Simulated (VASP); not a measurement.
# Be3S5 (I4/mmm) in VASP: single point with PBE

Aim: the single point of Be3S5 with PBE.

Everything below comes from runs of VASP 6.6.1. Logs are shortened: lines on timing, memory, paths and dates and some standing lists are left out, and cuts for length are marked.

**1. The cell of the first run**

The typed cell holds 8 atoms: a = 5.189 Å, b = 5.189 Å, c = 5.189 Å, α = 109.48°, β = 109.48°, γ = 109.45°.

**2. Single point, PBE**

INCAR reads:

```
SYSTEM = Be3S5
PREC     = Accurate       ! precision mode
ENCUT    = 600            ! plane-wave cutoff, eV
EDIFF    = 1E-6           ! SCF threshold, eV
ISMEAR   = 0              ! smearing method
SIGMA    = 0.2            ! smearing width, eV
LREAL    = .FALSE.        ! projectors in reciprocal space
LASPH    = .TRUE.         ! aspherical terms in the spheres
NELM     = 120            ! most SCF steps
ALGO     = Normal         ! electronic algorithm
ISIF     = 2              ! what is computed and relaxed
LWAVE    = .FALSE.        ! write WAVECAR
LCHARG   = .FALSE.        ! write CHGCAR
GGA      = PE             ! functional
NBANDS   = 28             ! bands
GGA_COMPAT= .FALSE.
```

KPOINTS reads:

```
Automatic mesh
0
G
  4 4 4
  0 0 0
```

POSCAR reads:

```
Be3S5
1.0
   -2.9956646567      2.9956646567      2.9970113456
    2.9956646567     -2.9956646567      2.9970113456
    2.9956646567      2.9956646567     -2.9970113456
Be S
3 5
Direct
    0.5000000000      0.0000000000      0.5000000000
    0.0000000000      0.5000000000      0.5000000000
    0.5000000000      0.5000000000      0.0000000000
    0.5000000000      0.5000000000      0.5000000000
    0.0000000000      0.0000000000      0.5000000000
    0.5000000000      0.0000000000      0.0000000000
    0.0000000000      0.5000000000      0.0000000000
    0.0000000000      0.0000000000      0.0000000000
```

Potentials or basis: VASP PAW PBE potentials, release 64 (Be, S).

Run with:

```bash
$ cat potpaw_PBE.64/Be/POTCAR potpaw_PBE.64/S/POTCAR > POTCAR
$ mpirun -np 1 vasp_std > vasp.out
```

OUTCAR:

```text
SYSTEM = Be3S5
   PREC = Accurate
   ENCUT = 600
   EDIFF = 1E-6
   ISMEAR = 0
   LREAL = .FALSE.
   LASPH = .TRUE.
   NELM = 120
   ISIF = 2
   GGA = PE

 ion  position               nearest neighbor table
   1  0.500  0.000  0.500-
   2  0.000  0.500  0.500-
   3  0.500  0.500  0.000-
   4  0.500  0.500  0.500-   8 2.59   8 2.59
   5  0.000  0.000  0.500-   8 2.59   8 2.59
   6  0.500  0.000  0.000-   8 2.59   8 2.59
   7  0.000  0.500  0.000-   8 2.59   8 2.59
   8  0.000  0.000  0.000-   4 2.59   5 2.59   6 2.59   7 2.59   5 2.59   7 2.59   6 2.59   4 2.59

  LATTYP: Found a body centered tetragonal cell.
 ALAT       =     5.9913293134
 C/A-ratio  =     1.0004495459

  Lattice vectors:

 A1 = (  -2.9956646567,   2.9956646567,   2.9970113456)
 A2 = (   2.9956646567,  -2.9956646567,   2.9970113456)
 A3 = (   2.9956646567,   2.9956646567,  -2.9970113456)

Analysis of symmetry for initial positions (statically):
=====================================================================
 Subroutine PRICEL returns:
 Original cell was already a primitive cell.

 Routine SETGRP: Setting up the symmetry group for a
 body centered tetragonal supercell.

 Subroutine GETGRP returns: Found 16 space group operations
 (whereof 16 operations were pure point group operations)
 out of a pool of 16 trial point group operations.

The static configuration has the point symmetry D_4h.

Analysis of symmetry for dynamics (positions and initial velocities):
=====================================================================
 Subroutine PRICEL returns:
 Original cell was already a primitive cell.

 Routine SETGRP: Setting up the symmetry group for a
 body centered tetragonal supercell.

 Subroutine GETGRP returns: Found 16 space group operations
 (whereof 16 operations were pure point group operations)
 out of a pool of 16 trial point group operations.

The dynamic configuration has the point symmetry D_4h.

 Subroutine INISYM returns: Found 16 space group operations
 (whereof 16 operations are pure point group operations),
 and found     1 'primitive' translations

----------------------------------------------------------------------------------------

                                     Primitive cell

  volume of cell :     107.5808

[... 92 lines left out ...]
   IBRION =     -1    ionic relax: 0-MD 1-quasi-New 2-CG
   NFREE  =      0    steps in history (QN), initial steepest desc. (CG)
   ISIF   =      2    stress and relaxation
   ISYM   =      2    0-nonsym 1-usesym 2-fastsym
   POTIM  = 0.5000    time-step for ionic-motion
   TEBEG  =    0.0;   TEEND  =   0.0 temperature during run
   PSTRESS=    0.0 pullay stress
   NELECT =      36.0000    total number of electrons
   NUPDOWN=      -1.0000    fix difference up-down
   EMIN   =  10.00;   EMAX   =-10.00  energy-range for DOS
   EFERMI =   0.00;   METHOD = LEGACY
   ISMEAR =     0;   SIGMA  =   0.20  broadening in eV -4-tet -1-fermi 0-gaus
   EFERMI_NEDOS =   21; number of points for ismear=-14 and -15
   IALGO  =     38    algorithm
   IMIX   =      4    mixing-type and parameters
     AMIX     =   0.40;   BMIX     =  1.00
     AMIX_MAG =   1.60;   BMIX_MAG =  1.00
  volume/ion in A,a.u.               =      13.45        90.75
  Fermi-wavevector in a.u.,A,eV,Ry     =   1.136573  2.147812 17.575987  1.291799
  Thomas-Fermi vector in A             =   2.273278
   LORBIT       =      0    0 simple, 1 ext, 2 COOP (PROOUT), +10 PAW based schemes
   GGA     = PE    functional components
   LHFCALC =     F    Hartree Fock is set to
   AEXX    =    0.0000 exact exchange contribution
   IVDW    =     0    specifies the selected vdW correction
   LEPSILON=     F    determine dielectric tensor
   LRPA    =     F    only Hartree local field effects (RPA)
 non-spin polarized calculation
 Gauss-broadening in eV      SIGMA  =   0.20
  energy-cutoff  :      600.00
  volume of cell :      107.58
 maximum number of plane-waves:      3604
 NGX is ok and might be reduce to    42
   NGX = 21   NGY = 21   NGZ = 21

 number of electron      35.9999991 magnetization

 Free energy of the ion-electron system (eV)
  ---------------------------------------------------
  ext. energy  EPLUGINS =         0.00000000
  ---------------------------------------------------
  free energy    TOTEN  =       -26.59566185 eV

  energy without entropy =      -26.53584370  energy(sigma->0) =      -26.56575277

 E-fermi :   7.7073     XC(G=0): -10.8103

 val. band max:        7.6424835328   @ k =  -0.2500   0.5000   0.2500
 cond. band min:       7.7341774271   @ k =  -0.2500   0.2500   0.2500
 fundamental gap:      0.0916938943
 Fermi energy:         7.7072965259

 k-point     1 :       0.0000    0.0000    0.0000
  band No.  band energies     occupation
      1      -9.2223      2.00000
      2      -4.7258      2.00000
      3      -4.7258      2.00000
      4      -4.7223      2.00000
      5      -4.1296      2.00000
      6      -0.3014      2.00000
[... 392 lines left out ...]
     27      12.2913      0.00000
     28      12.8566      0.00000

------------------------ aborting loop because EDIFF is reached ----------------------------------------

  FORCE on cell =-STRESS in cart. coord.  units (eV):
  Direction    XX          YY          ZZ          XY          YZ          ZX
  --------------------------------------------------------------------------------------
  -------------------------------------------------------------------------------------
  Total       -0.1075708     -0.1075708     -0.1670432      0.0000000     -0.0000000      0.0000000
  in kB       -1.6020286     -1.6020286     -2.4877381      0.0000000     -0.0000000      0.0000000
  external PRESSURE =      -1.8972651 kB  Pullay stress =       0.0000000 kB

 VOLUME and BASIS-vectors are now :
 -----------------------------------------------------------------------------
  energy-cutoff  :      600.00
  volume of cell :      107.58
      direct lattice vectors                 reciprocal lattice vectors
    -2.995664657  2.995664657  2.997011346     0.000000000  0.166907868  0.166832869
     2.995664657 -2.995664657  2.997011346     0.166907868  0.000000000  0.166832869
     2.995664657  2.995664657 -2.997011346     0.166907868  0.166907868  0.000000000

 POSITION                                       TOTAL-FORCE (eV/Angst)
 -----------------------------------------------------------------------------------
      0.00000      2.99566      0.00000         0.000000      0.000000     -0.000000
      2.99566      0.00000      0.00000         0.000000      0.000000     -0.000000
      0.00000      0.00000      2.99701        -0.000000      0.000000     -0.000000
      1.49783      1.49783      1.49851         0.000000     -0.000000     -0.000000
      1.49783      1.49783     -1.49851        -0.000000     -0.000000      0.000000
     -1.49783      1.49783      1.49851         0.000000     -0.000000      0.000000
      1.49783     -1.49783      1.49851         0.000000      0.000000     -0.000000
      0.00000      0.00000      0.00000         0.000000      0.000000     -0.000000
 -----------------------------------------------------------------------------------
    total drift:                               -0.000000     -0.000000      0.000000

  FREE ENERGIE OF THE ION-ELECTRON SYSTEM (eV)
  ---------------------------------------------------
  free  energy   TOTEN  =       -26.5956618477 eV

  energy  without entropy=      -26.5358436984  energy(sigma->0) =      -26.56575277
```

stdout:

```text
POSCAR found type information on POSCAR BeS
 POSCAR found :  2 types and       8 ions
 scaLAPACK will be used
 LDA part: xc-table for (Slater+PW92), standard interpolation
 POSCAR, INCAR and KPOINTS ok, starting setup
 FFT: planning ... GRIDC
 FFT: planning ... GRID_SOFT
 FFT: planning ... GRID
 WAVECAR not read
 entering main loop
```

Wall time 32 s (1 thread of Intel Xeon 6975P-C (Granite Rapids), shared host); peak memory 0.25 GiB.

What came out:

* Free energy: -26.5957 eV
* Pressure: -0.2 GPa
* Band gap on the k mesh: zero (band 18 reaches 8.24 eV, above the bottom of band 19 at 7.59 eV)

Stress tensor (GPa, compression positive):
```
-0.16  0.00  0.00
 0.00 -0.16  0.00
 0.00  0.00 -0.25
```

Levels at points of the mesh, in eV from the Fermi level:
| k point | band 14 | band 15 | band 16 | band 17 | band 18 | band 19 | band 20 | band 21 | band 22 | band 23 |
| --- | --- | --- | --- | --- | --- | --- | --- | --- | --- | --- |
| (0.00, 0.00, 0.00) | -2.28 | -1.77 | -1.77 | 0.45 | 0.53 | 0.78 | 0.78 | 2.49 | 2.49 | 2.49 |
| (0.50, 0.00, 0.00) | -2.99 | -2.94 | -2.72 | -1.06 | -0.61 | 1.33 | 1.71 | 1.76 | 2.47 | 2.80 |
| (0.50, 0.50, 0.00) | -2.99 | -2.94 | -2.72 | -1.07 | -0.62 | 1.33 | 1.71 | 1.76 | 2.47 | 2.81 |
| (0.50, 0.50, 0.50) | -3.31 | -0.46 | -0.46 | -0.45 | -0.12 | -0.12 | -0.11 | 1.51 | 1.51 | 1.51 |

Caveat: the k points lie up to 0.37 Å⁻¹ apart.
